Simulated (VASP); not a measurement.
Here is a VASP 6.6.1 calculation.

Contents of INCAR:

```
SYSTEM = MnSe
PREC = Accurate ; ENCUT = 600
EDIFF = 1E-6 ; ISMEAR = 0
SIGMA = 0.1 ; LREAL = .FALSE.
LASPH = .TRUE. ; NELM = 150
ALGO = Normal ; ISIF = 3
LWAVE = .FALSE. ; LCHARG = .FALSE.
ISPIN = 2 ; MAGMOM = 4.17 0
LORBIT = 11 ; LMAXMIX = 4
GGA = CA ; IBRION = 2
NSW = 100 ; EDIFFG = -0.005
```

KPOINTS

```
Automatic mesh
0
G
  14 14 14
  0 0 0
```

The input POSCAR:

```
MnSe
1.0
    0.0000000000      2.8136604470      2.8136604470
    2.8136604470      0.0000000000      2.8136604470
    2.8136604470      2.8136604470      0.0000000000
Mn Se
1 1
Direct
    0.0000000000      0.0000000000      0.0000000000
    0.7500000000      0.7500000000      0.7500000000
```

Potentials or basis: VASP PAW LDA potentials, release 64 (Mn_pv, Se).

Launch:

```console
$ cat potpaw_LDA.64/Mn_pv/POTCAR potpaw_LDA.64/Se/POTCAR > POTCAR
$ mpirun -np 1 vasp_std > vasp.out
```

What does it give for the net moment?

4.14 μB per cell.

Estimate the site moments.

Mn +3.74; Se +0.04 μB.

Final structure:
```xyz
2
Lattice="0.0000 2.7881 2.7881 2.7881 0.0000 2.7881 2.7881 2.7881 0.0000" Properties=species:S:1:pos:R:3 pbc="T T T"
Mn    0.0000    0.0000    0.0000
Se    4.1822    4.1822    4.1822
```

Caveat: a cell with one magnetic atom can't hold antiferromagnetic order, which such compounds often take. LDA usually gives volumes a few per cent too small.
